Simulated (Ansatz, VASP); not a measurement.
# Two plane-wave programs on LiF

File INCAR:

```
SYSTEM = LiF
ALGO = Normal
EDIFF = 1E-6
ENCUT = 750
GGA = PE
GGA_COMPAT = .False.
ISIF = 2
ISMEAR = 0
IVDW = 12
LASPH = .True.
LCHARG = .False.
LREAL = .False.
LWAVE = .False.
NBANDS = 12
NELM = 120
PREC = Accurate
SIGMA = 0.1
```

KPOINTS

```
k-points
0
Gamma
  8 8 8
  0 0 0
```

Contents of POSCAR:

```
LiF
1.0
    0.0000000000      2.0417134800      2.0417134800
    2.0417134800      0.0000000000      2.0417134800
    2.0417134800      2.0417134800      0.0000000000
Li F
1 1
Direct
    0.0000000000      0.0000000000      0.0000000000
    0.5000000000      0.5000000000      0.5000000000
```

Input for Ansatz:

```yaml
crystal:
  lattice:
    - [0.0, 2.04171348, 2.04171348]
    - [2.04171348, 0.0, 2.04171348]
    - [2.04171348, 2.04171348, 0.0]
  atoms:
    - { symbol: Li, position: [0.0, 0.0, 0.0] }
    - { symbol: F, position: [0.5, 0.5, 0.5] }
basis:
  ecutwfc: 420
kpoints:
  mp_grid: { grid: [8, 8, 8] }
hamiltonian:
  xc: pbe
  dispersion: d3bj
scf:
  occupations: { method: gaussian, width: 0.1 }
  lower_state_search: "off"
output:
  forces: true
  stress: true
  eigenvalues: true
```

Alike in both runs: task single point; functional PBE; dispersion D3(BJ); k mesh 8 × 8 × 8; occupations gaussian, width 0.1 eV; no spin polarisation.

|  | VASP | Ansatz |
| --- | --- | --- |
| version | VASP 6.6.1 | Ansatz 0.2.0 |
| potentials or method | VASP PAW PBE potentials, release 64 (Li_sv, F), cutoff 750 eV | scalar-relativistic, plane waves, PAW |
| valence electrons in the cell | 10 | 10 |

|  | VASP | Ansatz | Ansatz less VASP |
| --- | --- | --- | --- |
| gap on the k mesh at the Fermi level (eV) | 8.72 | 8.73 | +0.012 |
| least direct gap on the mesh (eV) | 8.72 | 8.73 | +0.012 |
| pressure (GPa) | -4.8 | -4.1 | +0.70 |
